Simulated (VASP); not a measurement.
Input of a VASP 6.6.1 run:

INCAR

```
PREC = Accurate ; ENCUT = 500
EDIFF = 1E-6 ; ISMEAR = -1
SIGMA = 0.1 ; LREAL = False
LASPH = True ; NELM = 120
ALGO = Normal ; ISIF = 2
LWAVE = False ; LCHARG = True
GGA = RE ; LELF = True
LVHAR = True ; NBANDS = 8
GGA_COMPAT = False
```

Contents of KPOINTS:

```
regular mesh
0
Gamma
  16 16 16
```

POSCAR

```
Si
1.0
    0.0000000000      1.9386306146      1.9386306146
    1.9386306146      0.0000000000      1.9386306146
    1.9386306146      1.9386306146      0.0000000000
Si
1
Direct
    0.0000000000      0.0000000000      0.0000000000
```

Potentials or basis: VASP PAW PBE potentials, release 64 (Si).

The run is started by

```bash
$ cat potpaw_PBE.64/Si/POTCAR > POTCAR
$ mpirun -np 1 vasp_std > vasp.out
```

Q: Predict the pressure.

A: -0.1 GPa.

Q: Predict the band gap on the k mesh.

A: Zero (band 2 reaches 21.26 eV, above the bottom of band 3 at 7.07 eV).

Caveat: the PAW data sets were made with another functional, which shifts forces and pressure a little.
